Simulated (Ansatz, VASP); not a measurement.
## Pt: VASP beside Ansatz

Contents of INCAR:

```
PREC = Accurate ; ENCUT = 520
EDIFF = 1E-6 ; ISMEAR = 0
SIGMA = 0.15 ; LREAL = F
LASPH = T ; NELM = 60
ALGO = Normal ; ISIF = 2
LWAVE = F ; LCHARG = T
GGA = PE ; LELF = T
LVHAR = T ; NBANDS = 11
```

File KPOINTS:

```
Automatic mesh
0
Gamma
  20 20 20
```

POSCAR

```
Pt
1.0
    0.0000000000      2.0068475000      2.0557950000
    2.0068475000      0.0000000000      2.0557950000
    2.0068475000      2.0068475000      0.0000000000
Pt
1
Direct
    0.0000000000      0.0000000000      0.0000000000
```

Input for Ansatz:

```yaml
crystal:
  lattice:
    - [0.0, 2.0068475, 2.055795]
    - [2.0068475, 0.0, 2.055795]
    - [2.0068475, 2.0068475, 0.0]
  atoms:
    - { symbol: Pt, position: [0.0, 0.0, 0.0] }
basis:
  ecutwfc: 420
kpoints:
  mp_grid: { grid: [20, 20, 20] }
hamiltonian:
  xc: pbe
scf:
  occupations: { method: gaussian, width: 0.15 }
output:
  forces: true
  stress: true
  eigenvalues: true
```

Change from the starting cell: strain +0.025 along x and y, +0.050 along z, atoms carried along.

Alike in both runs: task single point; functional PBE; k mesh 20 × 20 × 20; occupations gaussian, width 0.15 eV; no spin polarisation.

|  | VASP | Ansatz |
| --- | --- | --- |
| version | VASP 6.6.1 | Ansatz 0.2.0 |
| potentials or method | VASP PAW PBE potentials, release 64 (Pt), cutoff 520 eV | scalar-relativistic, plane waves, PAW |
| valence electrons in the cell | 10 | 18 |

|  | VASP | Ansatz | Ansatz less VASP |
| --- | --- | --- | --- |
| gap on the k mesh at the Fermi level (eV) | none | none | - |
| pressure (GPa) | -12.3 | -11.9 | +0.39 |
| traceless stress, the component that is largest in VASP (GPa) | -1.16 | -1.17 | -0.012 |

A gap of «none» marks a metal or a gap that the smearing closes. VASP's potentials hold 10 valence electrons a cell and Ansatz's 18, so a difference there can come from the potentials and not from the codes.

Spin-orbit coupling is off throughout.
